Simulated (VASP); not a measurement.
Here is a VASP 6.6.1 calculation.

Contents of INCAR:

```
SYSTEM = CoPd3
ALGO = Normal ; EDIFF = 1E-6
ENCUT = 520 ; GGA = PS
ISIF = 2 ; ISMEAR = -1
ISPIN = 2 ; LASPH = .TRUE.
LCHARG = .FALSE. ; LMAXMIX = 4
LORBIT = 11 ; LREAL = .FALSE.
LWAVE = .FALSE. ; MAGMOM = 3.2 0 0 0
NBANDS = 32 ; NELM = 150
PREC = Accurate ; SIGMA = 0.1
```

File KPOINTS:

```
k-points
0
G
  7 7 7
  0 0 0
```

File POSCAR:

```
CoPd3
1.0
    3.8009037726      0.0000000000      0.0000000000
    0.0000000000      3.8009037726      0.0000000000
    0.0000000000      0.0000000000      3.8009037726
Co Pd
1 3
Direct
    0.0000000000      0.0000000000      0.0000000000
    0.0000000000      0.5000000000      0.5000000000
    0.5000000000      0.0000000000      0.5000000000
    0.5000000000      0.5000000000      0.0000000000
```

Potentials or basis: VASP PAW PBE potentials, release 64 (Co, Pd).

The run is started by

```console
$ cat potpaw_PBE.64/Co/POTCAR potpaw_PBE.64/Pd/POTCAR > POTCAR
$ mpirun -np 1 vasp_std > vasp.out
```

**Question.** Predict the site moments.

**Answer.** Co +1.99; Pd +0.30 μB.

**Question.** Estimate the net moment.

**Answer.** 2.90 μB per cell.

**Question.** What does it give for the pressure?

**Answer.** -0.1 GPa.

Caveat: the PAW data sets were made with another functional, which shifts forces and pressure a little.
